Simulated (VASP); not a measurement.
# BeCdTe4 (F-43m) in VASP: a series of runs

BeCdTe4 is run at these levels: PBE; tasks: single point, relaxation of cell and atoms.

Program: VASP 6.6.1. These are calculated values, not measurements. Logs are shortened: lines on timing, memory, paths and dates and some standing lists are left out, and cuts for length are marked.

## (1) The cell of the first run

Symmetry: F-43m, No. 216, cubic system. The conventional cell has a = 8.944 Å, b = 8.944 Å, c = 8.944 Å, α = 90.00°, β = 90.00°, γ = 90.00°. Be (site symmetry -43m) has 12 Te at 3.71 Å and 4 Cd at 3.87 Å within 4.9 Å. Cd (site symmetry -43m) has 12 Te at 3.71 Å and 4 Be at 3.87 Å within 4.9 Å. Within 4.2 Å of Te (site symmetry 3m) lie 6 Te at 3.16 Å and 3 Cd at 3.71 Å and 3 Be at 3.71 Å.

The cell was built from a structure type or drawn by symmetry, and may not be a known phase.

## (2) Single point, PBE

File INCAR:

```
PREC = Accurate
ENCUT = 520
EDIFF = 1E-6
ISMEAR = 0
SIGMA = 0.1
LREAL = False
LASPH = True
NELM = 80
ALGO = Normal
ISIF = 2
LWAVE = False
LCHARG = False
GGA = PE
NBANDS = 28
```

File KPOINTS:

```
regular mesh
0
Gamma
  4 4 4
```

File POSCAR:

```
BeCdTe4
1.0
    0.0000000000      4.4717944200      4.4717944200
    4.4717944200      0.0000000000      4.4717944200
    4.4717944200      4.4717944200      0.0000000000
Be Cd Te
1 1 4
Direct
    0.0000000000      0.0000000000      0.0000000000
    0.7500000000      0.7500000000      0.7500000000
    0.8746970000      0.3751010000      0.3751010000
    0.3751010000      0.3751010000      0.3751010000
    0.3751010000      0.8746970000      0.3751010000
    0.3751010000      0.3751010000      0.8746970000
```

Potentials or basis: VASP PAW PBE potentials, release 64 (Be, Cd, Te).

The run is started by

```sh
$ cat potpaw_PBE.64/Be/POTCAR potpaw_PBE.64/Cd/POTCAR potpaw_PBE.64/Te/POTCAR > POTCAR
$ mpirun -np 1 vasp_std > vasp.out
```

OUTCAR:

```text
PREC = Accurate
   ENCUT = 520
   EDIFF = 1E-6
   ISMEAR = 0
   LREAL = False
   LASPH = True
   NELM = 80
   ISIF = 2
   GGA = PE

 ion  position               nearest neighbor table
   1  0.000  0.000  0.000-
   2  0.750  0.750  0.750-   4 3.71   4 3.71   3 3.71   5 3.71   6 3.71   6 3.71   3 3.71   4 3.71
                             5 3.71   6 3.71   3 3.71   5 3.71
   3  0.875  0.375  0.375-   4 3.16   5 3.16   6 3.16   4 3.16   6 3.16   5 3.16   2 3.71   2 3.71
                             2 3.71
   4  0.375  0.375  0.375-   3 3.16   5 3.16   6 3.16   6 3.16   5 3.16   3 3.16   2 3.71   2 3.71
                             2 3.71
   5  0.375  0.875  0.375-   3 3.16   4 3.16   6 3.16   6 3.16   4 3.16   3 3.16   2 3.71   2 3.71
                             2 3.71
   6  0.375  0.375  0.875-   3 3.16   4 3.16   5 3.16   4 3.16   5 3.16   3 3.16   2 3.71   2 3.71
                             2 3.71

  LATTYP: Found a face centered cubic cell.
 ALAT       =     8.9435888400

  Lattice vectors:

 A1 = (   0.0000000000,   4.4717944200,   4.4717944200)
 A2 = (   4.4717944200,   0.0000000000,   4.4717944200)
 A3 = (   4.4717944200,   4.4717944200,   0.0000000000)

Analysis of symmetry for initial positions (statically):
=====================================================================
 Subroutine PRICEL returns:
 Original cell was already a primitive cell.

 Routine SETGRP: Setting up the symmetry group for a
 face centered cubic supercell.

 Subroutine GETGRP returns: Found 24 space group operations
 (whereof 24 operations were pure point group operations)
 out of a pool of 48 trial point group operations.

The static configuration has the point symmetry T_d .

Analysis of symmetry for dynamics (positions and initial velocities):
=====================================================================
 Subroutine PRICEL returns:
 Original cell was already a primitive cell.

 Routine SETGRP: Setting up the symmetry group for a
 face centered cubic supercell.

 Subroutine GETGRP returns: Found 24 space group operations
 (whereof 24 operations were pure point group operations)
 out of a pool of 48 trial point group operations.

The dynamic configuration has the point symmetry T_d .

 Subroutine INISYM returns: Found 24 space group operations
 (whereof 24 operations are pure point group operations),
 and found     1 'primitive' translations

----------------------------------------------------------------------------------------
[... 86 lines left out ...]
   EDIFFG = 0.1E-04   stopping-criterion for IOM
   NSW    =      0    number of steps for IOM
   IBRION =     -1    ionic relax: 0-MD 1-quasi-New 2-CG
   NFREE  =      0    steps in history (QN), initial steepest desc. (CG)
   ISIF   =      2    stress and relaxation
   ISYM   =      2    0-nonsym 1-usesym 2-fastsym
   POTIM  = 0.5000    time-step for ionic-motion
   TEBEG  =    0.0;   TEEND  =   0.0 temperature during run
   PSTRESS=    0.0 pullay stress
   NELECT =      38.0000    total number of electrons
   NUPDOWN=      -1.0000    fix difference up-down
   EMIN   =  10.00;   EMAX   =-10.00  energy-range for DOS
   EFERMI =   0.00;   METHOD = LEGACY
   ISMEAR =     0;   SIGMA  =   0.10  broadening in eV -4-tet -1-fermi 0-gaus
   EFERMI_NEDOS =   21; number of points for ismear=-14 and -15
   IALGO  =     38    algorithm
   IMIX   =      4    mixing-type and parameters
     AMIX     =   0.40;   BMIX     =  1.00
     AMIX_MAG =   1.60;   BMIX_MAG =  1.00
  volume/ion in A,a.u.               =      29.81       201.15
  Fermi-wavevector in a.u.,A,eV,Ry     =   0.976887  1.846048 12.984144  0.954308
  Thomas-Fermi vector in A             =   2.107541
   LORBIT       =      0    0 simple, 1 ext, 2 COOP (PROOUT), +10 PAW based schemes
   GGA     = PE    functional components
   LHFCALC =     F    Hartree Fock is set to
   AEXX    =    0.0000 exact exchange contribution
   IVDW    =     0    specifies the selected vdW correction
   LEPSILON=     F    determine dielectric tensor
   LRPA    =     F    only Hartree local field effects (RPA)
 non-spin polarized calculation
 Gauss-broadening in eV      SIGMA  =   0.10
  energy-cutoff  :      520.00
  volume of cell :      178.84
 maximum number of plane-waves:      4909
   NGX = 23   NGY = 23   NGZ = 23

 number of electron      37.9999994 magnetization

 Free energy of the ion-electron system (eV)
  ---------------------------------------------------
  ext. energy  EPLUGINS =         0.00000000
  ---------------------------------------------------
  free energy    TOTEN  =       -12.14599167 eV

  energy without entropy =      -12.10101265  energy(sigma->0) =      -12.12350216

 E-fermi :   5.2093     XC(G=0):  -9.2190

 val. band max:        5.2067234280   @ k =   0.2500   0.0000   0.0000
 cond. band min:       5.2143779158   @ k =   0.5000   0.5000   0.0000
 fundamental gap:      0.0076544878
 Fermi energy:         5.2092753481

 k-point     1 :       0.0000    0.0000    0.0000
  band No.  band energies     occupation
      1      -8.8328      2.00000
      2      -5.3651      2.00000
      3      -5.3651      2.00000
      4      -5.3651      2.00000
      5      -2.7370      2.00000
      6      -2.7370      2.00000
[... 237 lines left out ...]
     27       9.0975      0.00000
     28       9.5450      0.00000

------------------------ aborting loop because EDIFF is reached ----------------------------------------

  FORCE on cell =-STRESS in cart. coord.  units (eV):
  Direction    XX          YY          ZZ          XY          YZ          ZX
  --------------------------------------------------------------------------------------
  -------------------------------------------------------------------------------------
  Total        2.1787276      2.1787276      2.1787276      0.0000000      0.0000000      0.0000000
  in kB       19.5181226     19.5181226     19.5181226      0.0000000      0.0000000      0.0000000
  external PRESSURE =      19.5181226 kB  Pullay stress =       0.0000000 kB

 VOLUME and BASIS-vectors are now :
 -----------------------------------------------------------------------------
  energy-cutoff  :      520.00
  volume of cell :      178.84
      direct lattice vectors                 reciprocal lattice vectors
     0.000000000  4.471794420  4.471794420    -0.111811938  0.111811938  0.111811938
     4.471794420  0.000000000  4.471794420     0.111811938 -0.111811938  0.111811938
     4.471794420  4.471794420  0.000000000     0.111811938  0.111811938 -0.111811938

 POSITION                                       TOTAL-FORCE (eV/Angst)
 -----------------------------------------------------------------------------------
      0.00000      0.00000      0.00000         0.000000      0.000000      0.000000
      6.70769      6.70769      6.70769         0.000000      0.000000      0.000000
      3.35475      5.58884      5.58884         0.003280     -0.003280     -0.003280
      3.35475      3.35475      3.35475         0.003280      0.003280      0.003280
      5.58884      3.35475      5.58884        -0.003280      0.003280     -0.003280
      5.58884      5.58884      3.35475        -0.003280     -0.003280      0.003280
 -----------------------------------------------------------------------------------
    total drift:                                0.000000      0.000000      0.000000

  FREE ENERGIE OF THE ION-ELECTRON SYSTEM (eV)
  ---------------------------------------------------
  free  energy   TOTEN  =       -12.1459916683 eV

  energy  without entropy=      -12.1010126462  energy(sigma->0) =      -12.12350216
```

stdout:

```text
POSCAR found type information on POSCAR BeCdTe
 POSCAR found :  3 types and       6 ions
 scaLAPACK will be used
 LDA part: xc-table for (Slater+PW92), standard interpolation
 POSCAR, INCAR and KPOINTS ok, starting setup
 FFT: planning ... GRIDC
 FFT: planning ... GRID_SOFT
 FFT: planning ... GRID
 WAVECAR not read
 entering main loop
```

Wall time 21 s (1 thread of Intel Xeon 6975P-C (Granite Rapids), shared host); peak memory 0.33 GiB.

Results:

| Quantity | Value |
| --- | --- |
| Free energy | -12.1460 eV |
| Pressure | 2.0 GPa |
| Largest force | 0.006 eV/Å |
| Band gap on the k mesh | zero (bands 19 and 20 overlap by 0.83 eV) |

Forces in eV/Å, atoms in the order of the input:
```
Be   0.000  0.000  0.000
Cd   0.000  0.000  0.000
Te   0.003 -0.003 -0.003
Te   0.003  0.003  0.003
Te  -0.003  0.003 -0.003
Te  -0.003 -0.003  0.003
```

Levels at points of the mesh, in eV from the Fermi level:
```tsv
k point	band 15	band 16	band 17	band 18	band 19	band 20	band 21	band 22	band 23	band 24
(0.00, 0.00, 0.00)	-3.37	-2.84	-0.25	0.75	0.75	0.75	1.37	1.37	1.37	2.05
(0.50, 0.00, 0.00)	-2.28	-2.28	-1.97	-1.97	-1.67	0.07	1.44	2.01	2.01	2.01
(0.50, 0.50, 0.00)	-2.77	-2.17	-2.17	-1.77	-1.66	0.01	0.18	2.07	2.07	2.39
```

Caveat: spin-orbit coupling is left out, which moves the levels of the heavy elements.

## (3) Single point, PBE

This run uses another cell than the first one, of 30.60 Å³/atom.

File INCAR:

```
PREC = Accurate ; ENCUT = 520
EDIFF = 1E-6 ; ISMEAR = 0
SIGMA = 0.1 ; LREAL = F
LASPH = T ; NELM = 80
ALGO = Normal ; ISIF = 2
LWAVE = F ; LCHARG = F
GGA = PE ; NBANDS = 28
```

File KPOINTS:

```
Automatic mesh
0
Gamma
  8 8 8
```

File POSCAR:

```
BeCdTe4
1.0
    0.0000000000      4.5109607227      4.5109607227
    4.5109607227      0.0000000000      4.5109607227
    4.5109607227      4.5109607227      0.0000000000
Be Cd Te
1 1 4
Direct
    0.0000000000      0.0000000000      0.0000000000
    0.7500000000      0.7500000000      0.7500000000
    0.8748945091      0.3750351636      0.3750351636
    0.3750351636      0.3750351636      0.3750351636
    0.3750351636      0.8748945091      0.3750351636
    0.3750351636      0.3750351636      0.8748945091
```

Potentials or basis: VASP PAW PBE potentials, release 64 (Be, Cd, Te).

The run is started by

```sh
$ cat potpaw_PBE.64/Be/POTCAR potpaw_PBE.64/Cd/POTCAR potpaw_PBE.64/Te/POTCAR > POTCAR
$ mpirun -np 1 vasp_std > vasp.out
```

It took 61 s on 1 thread of Intel Xeon 6975P-C (Granite Rapids), shared host; peak memory 0.4 GiB.

It converged, with:

```
Free energy            : -12.6408 eV
Pressure               : 0.0 GPa
Band gap on the k mesh : zero (bands 19 and 20 overlap by 1.27 eV)
```

Levels at points of the mesh, in eV from the Fermi level:
```
           k point  band 17  band 18  band 19  band 20  band 21  band 22
(0.00, 0.00, 0.00)    -0.22     0.89     0.89     0.89     1.39     1.39
(0.50, 0.00, 0.00)    -1.81    -1.81    -1.57     0.12     1.45     2.06
(0.50, 0.50, 0.00)    -1.99    -1.62    -1.53     0.05     0.21     2.09
```

Caveat: spin-orbit coupling is left out, which moves the levels of the heavy elements.

## (4) Relaxation of cell and atoms, PBE

File INCAR:

```
SYSTEM = BeCdTe4
  PREC = Accurate
  ENCUT = 600
  EDIFF = 1E-7
  ISMEAR = 0
  SIGMA = 0.1
  LREAL = .FALSE.
  LASPH = .TRUE.
  NELM = 100
  ALGO = Normal
  ISIF = 3
  LWAVE = .FALSE.
  LCHARG = .FALSE.
  GGA = PE
  IBRION = 2
  NSW = 100
  EDIFFG = -0.01
```

File KPOINTS:

```
Automatic mesh
0
G
  8 8 8
  0 0 0
```

File POSCAR:

```
BeCdTe4
1.0
    0.0000000000      4.4717944200      4.4717944200
    4.4717944200      0.0000000000      4.4717944200
    4.4717944200      4.4717944200      0.0000000000
Be Cd Te
1 1 4
Direct
    0.0000000000      0.0000000000      0.0000000000
    0.7500000000      0.7500000000      0.7500000000
    0.8746970000      0.3751010000      0.3751010000
    0.3751010000      0.3751010000      0.3751010000
    0.3751010000      0.8746970000      0.3751010000
    0.3751010000      0.3751010000      0.8746970000
```

Potentials or basis: VASP PAW PBE potentials, release 64 (Be, Cd, Te).

The run is started by

```sh
$ cat potpaw_PBE.64/Be/POTCAR potpaw_PBE.64/Cd/POTCAR potpaw_PBE.64/Te/POTCAR > POTCAR
$ mpirun -np 1 vasp_std > vasp.out
```

OUTCAR:

```text
SYSTEM = BeCdTe4
   PREC = Accurate
   ENCUT = 600
   EDIFF = 1E-7
   ISMEAR = 0
   LREAL = .FALSE.
   LASPH = .TRUE.
   NELM = 100
   ISIF = 3
   GGA = PE
   IBRION = 2
   NSW = 100
   EDIFFG = -0.01

 ion  position               nearest neighbor table
   1  0.000  0.000  0.000-
   2  0.750  0.750  0.750-   4 3.71   4 3.71   3 3.71   5 3.71   6 3.71   6 3.71   3 3.71   4 3.71
                             5 3.71   6 3.71   3 3.71   5 3.71
   3  0.875  0.375  0.375-   4 3.16   5 3.16   6 3.16   4 3.16   6 3.16   5 3.16   2 3.71   2 3.71
                             2 3.71
   4  0.375  0.375  0.375-   3 3.16   5 3.16   6 3.16   6 3.16   5 3.16   3 3.16   2 3.71   2 3.71
                             2 3.71
   5  0.375  0.875  0.375-   3 3.16   4 3.16   6 3.16   6 3.16   4 3.16   3 3.16   2 3.71   2 3.71
                             2 3.71
   6  0.375  0.375  0.875-   3 3.16   4 3.16   5 3.16   4 3.16   5 3.16   3 3.16   2 3.71   2 3.71
                             2 3.71

  LATTYP: Found a face centered cubic cell.
 ALAT       =     8.9435888400

  Lattice vectors:

 A1 = (   0.0000000000,   4.4717944200,   4.4717944200)
 A2 = (   4.4717944200,   0.0000000000,   4.4717944200)
 A3 = (   4.4717944200,   4.4717944200,   0.0000000000)

Analysis of symmetry for initial positions (statically):
=====================================================================
 Subroutine PRICEL returns:
 Original cell was already a primitive cell.

 Routine SETGRP: Setting up the symmetry group for a
 face centered cubic supercell.

 Subroutine GETGRP returns: Found 24 space group operations
 (whereof 24 operations were pure point group operations)
 out of a pool of 48 trial point group operations.

The static configuration has the point symmetry T_d .

Analysis of symmetry for dynamics (positions and initial velocities):
=====================================================================
 Subroutine PRICEL returns:
 Original cell was already a primitive cell.
[... 196 lines left out ...]
    total drift:                                0.000000      0.000000      0.000000

  FREE ENERGIE OF THE ION-ELECTRON SYSTEM (eV)
  ---------------------------------------------------
  free  energy   TOTEN  =       -12.6270108143 eV

  energy  without entropy=      -12.6004270852  energy(sigma->0) =      -12.61371895

--------------------------------------- Ionic step        2  -------------------------------------------

 number of electron      38.0000001 magnetization

 Free energy of the ion-electron system (eV)
  ---------------------------------------------------
  ext. energy  EPLUGINS =         0.00000000
  ---------------------------------------------------
  free energy    TOTEN  =       -12.63993909 eV

  energy without entropy =      -12.61290919  energy(sigma->0) =      -12.62642414

 E-fermi :   4.8567     XC(G=0):  -9.1153

 val. band max:        4.8517239448   @ k =  -0.2500   0.5000   0.2500
 cond. band min:       4.8889349669   @ k =   0.2500   0.2500   0.0000
 fundamental gap:      0.0372110221
 Fermi energy:         4.8566745425

 k-point     1 :       0.0000    0.0000    0.0000
  band No.  band energies     occupation
      1      -8.8827      2.00000
      2      -5.5766      2.00000
      3      -5.5766      2.00000
      4      -5.5766      2.00000
      5      -3.0503      2.00000
      6      -3.0503      2.00000
[... 613 lines left out ...]
     22       6.1054      0.00000
     23       6.5995      0.00000

 [... further k-points ...]

------------------------ aborting loop because EDIFF is reached ----------------------------------------

  FORCE on cell =-STRESS in cart. coord.  units (eV):
  Direction    XX          YY          ZZ          XY          YZ          ZX
  --------------------------------------------------------------------------------------
  -------------------------------------------------------------------------------------
  Total       -0.0263119     -0.0263119     -0.0263119      0.0000000     -0.0000000      0.0000000
  in kB       -0.2297988     -0.2297988     -0.2297988      0.0000000     -0.0000000      0.0000000
  external PRESSURE =      -0.2297988 kB  Pullay stress =       0.0000000 kB

 VOLUME and BASIS-vectors are now :
 -----------------------------------------------------------------------------
  energy-cutoff  :      600.00
  volume of cell :      183.45
      direct lattice vectors                 reciprocal lattice vectors
     0.000000000  4.509848261  4.509848261    -0.110868475  0.110868475  0.110868475
     4.509848261  0.000000000  4.509848261     0.110868475 -0.110868475  0.110868475
     4.509848261  4.509848261  0.000000000     0.110868475  0.110868475 -0.110868475

 POSITION                                       TOTAL-FORCE (eV/Angst)
 -----------------------------------------------------------------------------------
      0.00000      0.00000      0.00000        -0.000000     -0.000000     -0.000000
      6.76477      6.76477      6.76477        -0.000000     -0.000000     -0.000000
      3.38287      5.63683      5.63683        -0.001922      0.001922      0.001922
      3.38287      3.38287      3.38287        -0.001922     -0.001922     -0.001922
      5.63683      3.38287      5.63683         0.001922     -0.001922      0.001922
      5.63683      5.63683      3.38287         0.001922      0.001922     -0.001922
 -----------------------------------------------------------------------------------
    total drift:                                0.000000      0.000000      0.000000

  FREE ENERGIE OF THE ION-ELECTRON SYSTEM (eV)
  ---------------------------------------------------
  free  energy   TOTEN  =       -12.6399390864 eV

  energy  without entropy=      -12.6129091946  energy(sigma->0) =      -12.62642414

 reached required accuracy - stopping structural energy minimisation
```

It took 3.5 min on 1 thread of Intel Xeon 6975P-C (Granite Rapids), shared host; peak memory 0.51 GiB.

What came out:

```
Free energy                           : -12.6399 eV
Relaxed volume                        : 30.57 Å³/atom
Relaxed cell                          : a = 6.378 Å, b = 6.378 Å, c = 6.378 Å, α = 60.00°, β = 60.00°, γ = 60.00°
Space group after relaxing (to 0.1 Å) : F-43m (No. 216)
Energy gained by relaxing             : 2.2 meV/atom
Ionic steps                           : 2
Pressure after relaxing               : 0.0 GPa
Largest force after relaxing          : 0.003 eV/Å
Band gap on the k mesh                : zero (bands 19 and 20 overlap by 1.27 eV)
```

Forces in eV/Å, atoms in the order of the input:
```
Be   0.000  0.000  0.000
Cd   0.000  0.000  0.000
Te  -0.002  0.002  0.002
Te  -0.002 -0.002 -0.002
Te   0.002 -0.002  0.002
Te   0.002  0.002 -0.002
```

The path:
| step | energy change (eV) | largest force (eV/Å) | pressure (GPa) | volume (Å³) |
| --- | --- | --- | --- | --- |
| 1 | 0.0000 | 0.0153 | 0.95 | 178.84 |
| 2 | -0.0129 | 0.0033 | -0.02 | 183.45 |

Final structure:
```
Be Cd Te
1.0
     0.00000    4.50985    4.50985
     4.50985    0.00000    4.50985
     4.50985    4.50985    0.00000
Be Cd Te
1 1 4
Direct
  0.00000 0.00000 0.00000
  0.75000 0.75000 0.75000
  0.87484 0.37505 0.37505
  0.37505 0.37505 0.37505
  0.37505 0.87484 0.37505
  0.37505 0.37505 0.87484
```

Caveat: spin-orbit coupling is left out, which moves the levels of the heavy elements.

## (5) Overview

| task | cell | k mesh | cutoff (eV) | gap on the mesh (eV) | pressure (GPa) |
| --- | --- | --- | --- | --- | --- |
| single point | a = 6.324 Å, angles 60.0°, 6 atoms | 4 × 4 × 4 | 520 | none | 2.0 |
| single point | a = 6.379 Å, angles 60.0°, 6 atoms | 8 × 8 × 8 | 520 | none | 0.0 |
| relaxation of cell and atoms | relaxed from a = 6.324 Å, angles 60.0°, 6 atoms | 8 × 8 × 8 | 600 | none | 0.0 |

Alike in all rows: level PBE; potentials or basis VASP PAW PBE potentials, release 64 (Be, Cd, Te); no spin polarisation; smearing gaussian 0.1 eV.

Caveats: spin-orbit coupling is left out, which moves the levels of the heavy elements.

Total energies depend on the potentials used, so only differences within one code and one set of settings carry meaning.
